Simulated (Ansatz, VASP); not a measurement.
ZrS2 in VASP and in Ansatz

File INCAR:

```
PREC = Accurate ; ENCUT = 500
EDIFF = 1E-6 ; ISMEAR = 0
SIGMA = 0.01 ; LREAL = F
LASPH = T ; NELM = 120
ALGO = Normal ; ISIF = 2
LWAVE = F ; LCHARG = F
GGA = PE ; NBANDS = 19
GGA_COMPAT = F
```

KPOINTS

```
regular mesh
0
Gamma
  6 6 4
```

The input POSCAR:

```
ZrS2
1.0
    3.6743990828      0.0000000000      0.0000000000
   -1.8371995414      3.1821229494      0.0000000000
    0.0000000000      0.0000000000      5.8568562426
Zr S
1 2
Direct
    0.0000000000      0.0000000000      0.0000000000
    0.3333333333      0.6666666667      0.2462324613
    0.6666666667      0.3333333333      0.7537675387
```

Input for Ansatz:

```yaml
crystal:
  lattice:
    - [3.6743990828, 0.0, 0.0]
    - [-1.8371995414, 3.1821229494, 0.0]
    - [0.0, 0.0, 5.8568562426]
  atoms:
    - { symbol: Zr, position: [0.0, 0.0, 0.0] }
    - { symbol: S, position: [0.3333333333, 0.6666666667, 0.2462324613] }
    - { symbol: S, position: [0.6666666667, 0.3333333333, 0.7537675387] }
kpoints:
  mp_grid: { grid: [6, 6, 4] }
hamiltonian:
  xc: pbe
scf:
  occupations: { method: fixed }
  n_extra_bands: 4
  mixing: { preconditioner: resta }
output:
  forces: true
  stress: true
  eigenvalues: true
```

Alike in both runs: task single point; functional PBE; k mesh 6 × 6 × 4; no spin polarisation.

|  | VASP | Ansatz |
| --- | --- | --- |
| version | VASP 6.6.1 | Ansatz 0.2.0 |
| potentials or method | VASP PAW PBE potentials, release 64 (Zr_sv, S) | plane waves |
| plane-wave cutoff (eV) | 500 | 420 |
| occupations | gaussian, width 0.01 eV | fixed |
| valence electrons in the cell | 24 | 24 |

|  | VASP | Ansatz | Ansatz less VASP |
| --- | --- | --- | --- |
| gap on the k mesh at the Fermi level (eV) | 0.88 | 0.88 | -0.002 |
| pressure (GPa) | 1.3 | 1.4 | +0.03 |
| traceless stress, the component that is largest in VASP (GPa) | 0.61 | 0.58 | -0.029 |
| rms of the force components (eV/Å) | 0.018 | 0.014 | -0.0035 |

Atom by atom the forces differ by 0.003 eV/Å (rms over components).
